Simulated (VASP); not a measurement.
# Cs2LaSb2 in VASP: single point with r2SCAN

Aim: the single point of Cs2LaSb2 with r2SCAN.

Program: VASP 6.6.1. These are calculated values, not measurements. Logs are shortened: lines on timing, memory, paths and dates and some standing lists are left out, and cuts for length are marked.

### Step 1. The cell of the first run

The typed cell holds 5 atoms: a = 5.373 Å, b = 5.373 Å, c = 8.840 Å, α = 90.00°, β = 90.00°, γ = 120.00°.

### Step 2. Single point, r2SCAN

File POSCAR:

```
Cs2LaSb2
1.0
    5.3731660000      0.0000000000      0.0000000000
   -2.6865830000      4.6532990000      0.0000000000
    0.0000000000      0.0000000000      8.8396870000
Cs Sb La
2 2 1
Direct
    0.3333000000      0.6667000000      0.6308000000
    0.6667000000      0.3333000000      0.3692000000
    0.6667000000      0.3333000000      0.7471000000
    0.3333000000      0.6667000000      0.2529000000
    0.0000000000      0.0000000000      0.0000000000
```

File INCAR.step1:

```
SYSTEM = Cs2LaSb2
  ALGO = Normal
  EDIFF = 1E-4
  ENCUT = 520
  GGA = PE
  ISMEAR = -1
  LASPH = .True.
  LCHARG = .False.
  LREAL = .False.
  LWAVE = .True.
  NBANDS = 28
  NELM = 80
  PREC = Accurate
  SIGMA = 0.1
```

File INCAR.step2:

```
SYSTEM = Cs2LaSb2
  ALGO = Normal
  EDIFF = 1E-6
  ENCUT = 520
  ISIF = 2
  ISMEAR = -1
  ISTART = 1
  LASPH = .True.
  LCHARG = .False.
  LMIXTAU = .True.
  LREAL = .False.
  LWAVE = .False.
  METAGGA = R2SCAN
  NBANDS = 28
  NELM = 80
  PREC = Accurate
  SIGMA = 0.1
```

File KPOINTS:

```
k-points
0
Gamma
  4 4 2
  0 0 0
```

Potentials or basis: VASP PAW PBE potentials, release 64 (Cs_sv, Sb, La).

On the command line:

```sh
$ cat potpaw_PBE.64/Cs_sv/POTCAR potpaw_PBE.64/Sb/POTCAR potpaw_PBE.64/La/POTCAR > POTCAR
$ cp INCAR.step1 INCAR
$ mpirun -np 1 vasp_std > vasp.out
$ cp INCAR.step2 INCAR
$ mpirun -np 1 vasp_std > vasp.out
```

OUTCAR:

```text
SYSTEM = Cs2LaSb2
   EDIFF = 1E-6
   ENCUT = 520
   ISIF = 2
   ISMEAR = -1
   ISTART = 1
   LASPH = .True.
   LREAL = .False.
   METAGGA = R2SCAN
   NELM = 80
   PREC = Accurate

 ion  position               nearest neighbor table
   1  0.333  0.667  0.631-   3 3.27   3 3.27   3 3.27   4 3.34
   2  0.667  0.333  0.369-   4 3.27   4 3.27   4 3.27   3 3.34
   3  0.667  0.333  0.747-   1 3.27   1 3.27   1 3.27   2 3.34
   4  0.333  0.667  0.253-   2 3.27   2 3.27   2 3.27   1 3.34
   5  0.000  0.000  0.000-

  LATTYP: Found a hexagonal cell.
 ALAT       =     5.3731660000
 C/A-ratio  =     1.6451542722

  Lattice vectors:

 A1 = (   5.3731660000,   0.0000000000,   0.0000000000)
 A2 = (  -2.6865830000,   4.6532990000,   0.0000000000)
 A3 = (   0.0000000000,   0.0000000000,   8.8396870000)

Analysis of symmetry for initial positions (statically):
=====================================================================
 Subroutine PRICEL returns:
 Original cell was already a primitive cell.

 Routine SETGRP: Setting up the symmetry group for a
 hexagonal supercell.

 Subroutine GETGRP returns: Found  4 space group operations
 (whereof  4 operations were pure point group operations)
 out of a pool of 24 trial point group operations.

The static configuration has the point symmetry C_2h.

Analysis of symmetry for dynamics (positions and initial velocities):
=====================================================================
 Subroutine PRICEL returns:
 Original cell was already a primitive cell.

 Routine SETGRP: Setting up the symmetry group for a
 hexagonal supercell.

 Subroutine GETGRP returns: Found  4 space group operations
 (whereof  4 operations were pure point group operations)
 out of a pool of 24 trial point group operations.

The dynamic configuration has the point symmetry C_2h.

 Subroutine INISYM returns: Found  4 space group operations
 (whereof  4 operations are pure point group operations),
 and found     1 'primitive' translations

----------------------------------------------------------------------------------------

                                     Primitive cell

  volume of cell :     221.0182

[... 70 lines left out ...]
   ions per type =               2   2   1
   NGX,Y,Z   is equivalent  to a cutoff of  12.38, 12.38, 13.16 a.u.
   NGXF,Y,Z  is equivalent  to a cutoff of  24.75, 24.75, 26.33 a.u.
 SYSTEM =  Cs2LaSb2
   PREC   = accura    normal or accurate (medium, high low for compatibility)
   ISTART =      1    job   : 0-new  1-cont  2-samecut
   ICHARG =      0    charge: 1-file 2-atom 10-const
   ISPIN  =      1    spin polarized calculation?
   LNONCOLLINEAR =      F non collinear calculations
   LSORBIT =      F    spin-orbit coupling
   LASPH  =      T    aspherical Exc in radial PAW
   ENCUT  =  520.0 eV  38.22 Ry    6.18 a.u.   9.99  9.99 16.44*2*pi/ulx,y,z
   NELM   =     80;   NELMIN=  2; NELMDL=  0     # of ELM steps
   EDIFF  = 0.1E-05   stopping-criterion for ELM
   LREAL  =      F    real-space projection
[... 7 lines left out ...]
   TEBEG  =    0.0;   TEEND  =   0.0 temperature during run
   PSTRESS=    0.0 pullay stress
   NELECT =      39.0000    total number of electrons
   NUPDOWN=      -1.0000    fix difference up-down
   EMIN   =  10.00;   EMAX   =-10.00  energy-range for DOS
   EFERMI =   0.00;   METHOD = LEGACY
   ISMEAR =    -1;   SIGMA  =   0.10  broadening in eV -4-tet -1-fermi 0-gaus
   EFERMI_NEDOS =   21; number of points for ismear=-14 and -15
   IALGO  =     38    algorithm
   IMIX   =      4    mixing-type and parameters
     AMIX     =   0.40;   BMIX     =  1.00
     AMIX_MAG =   1.60;   BMIX_MAG =  1.00
  volume/ion in A,a.u.               =      44.20       298.30
  Fermi-wavevector in a.u.,A,eV,Ry     =   0.918235  1.735212 11.471818  0.843155
  Thomas-Fermi vector in A             =   2.043293
   LORBIT       =      0    0 simple, 1 ext, 2 COOP (PROOUT), +10 PAW based schemes
   METAGGA = R2SCAN    functional components
   LHFCALC =     F    Hartree Fock is set to
   AEXX    =    0.0000 exact exchange contribution
   IVDW    =     0    specifies the selected vdW correction
   LEPSILON=     F    determine dielectric tensor
   LRPA    =     F    only Hartree local field effects (RPA)
 non-spin polarized calculation
  energy-cutoff  :      520.00
  volume of cell :      221.02
 maximum number of plane-waves:      5966
   NGX = 19   NGY = 19   NGZ = 33

 number of electron      39.0000001 magnetization

 Free energy of the ion-electron system (eV)
  ---------------------------------------------------
  ext. energy  EPLUGINS =         0.00000000
  ---------------------------------------------------
  free energy    TOTEN  =      -131.60164720 eV

  energy without entropy =     -131.41931198  energy(sigma->0) =     -131.51047959

 E-fermi :   3.1659     XC(G=0):  -8.5889

 val. band max:        3.1471545754   @ k =  -0.2500   0.5000   0.5000
 cond. band min:       3.1885398802   @ k =   0.0000   0.0000   0.5000
 fundamental gap:      0.0413853048
 Fermi energy:         3.1658954559

 k-point     1 :       0.0000    0.0000    0.0000
  band No.  band energies     occupation
      1     -31.7477      2.00000
      2     -19.1523      2.00000
      3     -18.9048      2.00000
      4     -14.8694      2.00000
      5     -14.8537      2.00000
      6     -14.8536      2.00000
[... 423 lines left out ...]
     27       4.6183      0.00000
     28       5.0946      0.00000

------------------------ aborting loop because EDIFF is reached ----------------------------------------

  FORCE on cell =-STRESS in cart. coord.  units (eV):
  Direction    XX          YY          ZZ          XY          YZ          ZX
  --------------------------------------------------------------------------------------
  -------------------------------------------------------------------------------------
  Total        4.3193676      4.3297598      3.5976133      0.0089988      0.0023669     -0.0040996
  in kB       31.3114110     31.3867452     26.0793619      0.0652327      0.0171580     -0.0297183
  external PRESSURE =      29.5925060 kB  Pullay stress =       0.0000000 kB

 VOLUME and BASIS-vectors are now :
 -----------------------------------------------------------------------------
  energy-cutoff  :      520.00
  volume of cell :      221.02
      direct lattice vectors                 reciprocal lattice vectors
     5.373166000  0.000000000  0.000000000     0.186110014  0.107450650  0.000000000
    -2.686583000  4.653299000  0.000000000     0.000000000  0.214901299  0.000000000
     0.000000000  0.000000000  8.839687000     0.000000000  0.000000000  0.113126177

 POSITION                                       TOTAL-FORCE (eV/Angst)
 -----------------------------------------------------------------------------------
     -0.00027      3.10235      5.57607         0.002217     -0.001280     -0.142485
      2.68685      1.55094      3.26361        -0.002217      0.001280      0.142485
      2.68685      1.55094      6.60413        -0.002040      0.001178      3.256450
     -0.00027      3.10235      2.23556         0.002040     -0.001178     -3.256450
      0.00000      0.00000      0.00000        -0.000000      0.000000      0.000000
 -----------------------------------------------------------------------------------
    total drift:                                0.000000     -0.000000      0.000000

  FREE ENERGIE OF THE ION-ELECTRON SYSTEM (eV)
  ---------------------------------------------------
  free  energy   TOTEN  =      -131.6016471997 eV

  energy  without entropy=     -131.4193119765  energy(sigma->0) =     -131.51047959
```

OUTCAR.step1:

```text
SYSTEM = Cs2LaSb2
   EDIFF = 1E-4
   ENCUT = 520
   GGA = PE
   ISMEAR = -1
   LASPH = .True.
   LREAL = .False.
   NELM = 80
[... 651 lines left out ...]
      2.68685      1.55094      6.60413        -0.001926      0.001112      3.001675
     -0.00027      3.10235      2.23556         0.001926     -0.001112     -3.001675
      0.00000      0.00000      0.00000         0.000000      0.000000      0.000000
 -----------------------------------------------------------------------------------
    total drift:                                0.000000      0.000000     -0.000000

  FREE ENERGIE OF THE ION-ELECTRON SYSTEM (eV)
  ---------------------------------------------------
  free  energy   TOTEN  =       -14.6126606859 eV

  energy  without entropy=      -14.4238127262  energy(sigma->0) =      -14.51823671
```

OSZICAR.step1:

```text
N       E                     dE             d eps       ncg     rms          rms(c)
DAV:   1     0.386796772583E+03    0.38680E+03   -0.13391E+04   784   0.131E+03
DAV:   2     0.606121055216E+02   -0.32618E+03   -0.30967E+03  1020   0.269E+02
DAV:   3    -0.106829303866E+02   -0.71295E+02   -0.69442E+02  1096   0.145E+02
DAV:   4    -0.153862413935E+02   -0.47033E+01   -0.46542E+01  1220   0.394E+01
DAV:   5    -0.156195600752E+02   -0.23332E+00   -0.23282E+00  1328   0.687E+00    0.436E+00
DAV:   6    -0.146231665195E+02    0.99639E+00   -0.50708E+00  1312   0.668E+00    0.277E+00
DAV:   7    -0.146161500207E+02    0.70165E-02   -0.69145E-01  1168   0.721E+00    0.192E+00
DAV:   8    -0.145974736282E+02    0.18676E-01   -0.25894E-01  1452   0.220E+00    0.906E-01
DAV:   9    -0.146092899859E+02   -0.11816E-01   -0.47351E-02  1276   0.126E+00    0.212E-01
DAV:  10    -0.146114098805E+02   -0.21199E-02   -0.35897E-03  1364   0.414E-01    0.108E-01
DAV:  11    -0.146124124401E+02   -0.10026E-02   -0.12793E-03  1144   0.175E-01    0.502E-02
DAV:  12    -0.146126362958E+02   -0.22386E-03   -0.72413E-04  1128   0.173E-01    0.221E-02
DAV:  13    -0.146126606859E+02   -0.24390E-04   -0.69318E-05   712   0.432E-02
   1 F= -.14612661E+02 E0= -.14518237E+02  d E =-.188848E+00
```

It took 15 min on 1 thread of Intel Xeon 8259CL, shared host; peak memory 0.43 GiB.

What came out:

```yaml
Free_energy: -131.6016 eV
Pressure: 3.0 GPa
Largest_force: 3.256 eV/Å
```

Forces on the atoms (eV/Å):
```
Cs   0.002 -0.001 -0.142
Cs  -0.002  0.001  0.142
Sb  -0.002  0.001  3.256
Sb   0.002 -0.001 -3.256
La   0.000  0.000  0.000
```

Levels at points of the mesh, in eV from the Fermi level:
| k point | band 16 | band 17 | band 18 | band 19 | band 20 | band 21 | band 22 | band 23 | band 24 | band 25 |
| --- | --- | --- | --- | --- | --- | --- | --- | --- | --- | --- |
| (0.00, 0.00, 0.00) | -0.73 | -0.73 | -0.58 | -0.58 | -0.52 | 1.36 | 1.42 | 1.42 | 1.46 | 1.51 |
| (0.50, 0.00, 0.00) | -0.87 | -0.60 | -0.52 | -0.17 | 0.15 | 1.12 | 1.38 | 1.39 | 1.41 | 1.43 |
| (0.50, 0.50, 0.00) | -0.87 | -0.60 | -0.52 | -0.17 | 0.15 | 1.12 | 1.38 | 1.39 | 1.41 | 1.43 |
| (0.00, 0.00, 0.50) | -1.05 | -1.04 | -0.13 | -0.13 | 0.02 | 1.36 | 1.40 | 1.40 | 1.46 | 1.56 |
| (0.50, 0.00, 0.50) | -0.77 | -0.44 | -0.30 | -0.28 | -0.18 | 1.38 | 1.39 | 1.41 | 1.41 | 1.43 |
| (0.50, 0.50, 0.50) | -0.78 | -0.44 | -0.30 | -0.28 | -0.18 | 1.38 | 1.39 | 1.41 | 1.41 | 1.43 |

Caveat: the PAW data sets were made with another functional, which shifts forces and pressure a little; spin-orbit coupling is left out, which moves the levels of the heavy elements.
